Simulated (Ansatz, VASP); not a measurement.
# Two plane-wave programs on NaCl

```
Cl Na
1.0
     3.50219    0.00000    0.00000
     0.00000    3.50219    0.00000
     0.00000    0.00000    3.50219
Cl Na
1 1
Direct
  0.50000 0.50000 0.50000
  0.00000 0.00000 0.00000
```

Alike in both runs: task relaxation of cell and atoms; functional PBE; dispersion D4; k mesh 8 × 8 × 8; occupations fermi-dirac, width 0.05 eV; no spin polarisation.

```csv
,VASP,Ansatz
version,VASP 6.6.1,Ansatz 0.2.0
potentials or method,"VASP PAW PBE potentials, release 64 (Cl, Na_pv)",Ansatz PAW
plane-wave cutoff (eV),600,420
valence electrons in the cell,14,16
```

Ansatz gave:

- gap on the k mesh at the Fermi level, each at its own relaxed structure (eV): 4.07
- relaxed volume (Å³/atom): 20.93
- relaxed cell length with the largest relative difference (Å): 3.472

Task: What did VASP give for the same quantities?

Result: gap on the k mesh at the Fermi level, each at its own relaxed structure (eV): 4.06; relaxed volume (Å³/atom): 20.95; relaxed cell length with the largest relative difference (Å): 3.473.

VASP's potentials hold 14 valence electrons a cell and Ansatz's 16, so a difference there can come from the potentials and not from the codes.

Noted on Ansatz's run: the plane-wave basis is chosen anew once the cell has moved, so the energies of steps on either side of that aren't comparable.
